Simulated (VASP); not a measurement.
Wanted: the native input for a VASP 6.6.1 run.

```yaml
Task: single point
Functional: LDA
Potentials_or_basis: VASP PAW LDA potentials, release 64 (In_d)
Cutoff: 520 eV
k_mesh: 11 × 11 × 11
Occupations: fermi-dirac, width 0.05 eV
Spin: no spin polarisation
Dipole_correction: no
Further_INCAR_settings: ALGO = Normal; EDIFF = 1e-06; NBANDS = 12
```

The structure of In lies in POSCAR:

```
In
1.0
   -1.6035014962      1.6035014962      2.4402675233
    1.6035014962     -1.6035014962      2.4402675233
    1.6035014962      1.6035014962     -2.4402675233
In
1
Direct
    0.0000000000      0.0000000000      0.0000000000
```

This cell differs from its parent crystal: volume scaled by 0.96.

The input as run:

INCAR

```
SYSTEM = In
ALGO = Normal
EDIFF = 1E-6
ENCUT = 520
GGA = CA
ISIF = 2
ISMEAR = -1
LASPH = .TRUE.
LCHARG = .TRUE.
LELF = .TRUE.
LREAL = .FALSE.
LVHAR = .TRUE.
LWAVE = .FALSE.
NBANDS = 12
NELM = 80
PREC = Accurate
SIGMA = 0.05
```

KPOINTS

```
k-points
0
G
  11 11 11
  0 0 0
```

Potentials or basis: VASP PAW LDA potentials, release 64 (In_d).

Command:

```console
$ cat potpaw_LDA.64/In_d/POTCAR > POTCAR
$ mpirun -np 1 vasp_std > vasp.out
```

It gave:

```
Pressure : -0.9 GPa
```

Wall time 29 s on 1 thread of Intel(R) Xeon(R) Platinum 8259CL CPU @ 2.50GHz (Skylake/Cascade Lake), with other jobs on the host, peak memory 0.16 GiB.
